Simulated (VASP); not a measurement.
Here is a VASP 6.6.1 calculation.

INCAR

```
SYSTEM = Sn
PREC = Accurate
ENCUT = 600
EDIFF = 1E-6
ISMEAR = 0
SIGMA = 0.1
LREAL = .FALSE.
LASPH = .TRUE.
NELM = 100
ALGO = Fast
ISIF = 3
LWAVE = .FALSE.
LCHARG = .FALSE.
GGA = PS
IBRION = 2
NSW = 100
EDIFFG = -0.01
```

File KPOINTS:

```
regular mesh
0
G
  21 21 10
  0 0 0
```

File POSCAR:

```
Sn
1.0
    3.3224616504      0.0000000000      0.0000000000
   -1.6612308252      2.8773361923      0.0000000000
    0.0000000000      0.0000000000      5.4292235181
Sn
2
Direct
    0.3333333333      0.6666666667      0.2500000000
    0.6666666667      0.3333333333      0.7500000000
```

Potentials or basis: VASP PAW PBE potentials, release 64 (Sn_d).

Command:

```sh
$ cat potpaw_PBE.64/Sn_d/POTCAR > POTCAR
$ mpirun -np 1 vasp_std > vasp.out
```

Q: Estimate the relaxed cell.

A: a = 3.328 Å, b = 3.328 Å, c = 5.471 Å, α = 90.00°, β = 90.00°, γ = 120.00°.

Q: Predict the relaxed volume.

A: 26.24 Å³/atom.

Q: Predict the space group after relaxing (to 0.1 Å).

A: P6_3/mmc (No. 194).

Stress tensor (GPa, compression positive):
```
-0.04  0.00  0.00
 0.00 -0.04  0.00
 0.00  0.00  0.04
```

Caveat: the PAW data sets were made with another functional, which shifts forces and pressure a little.
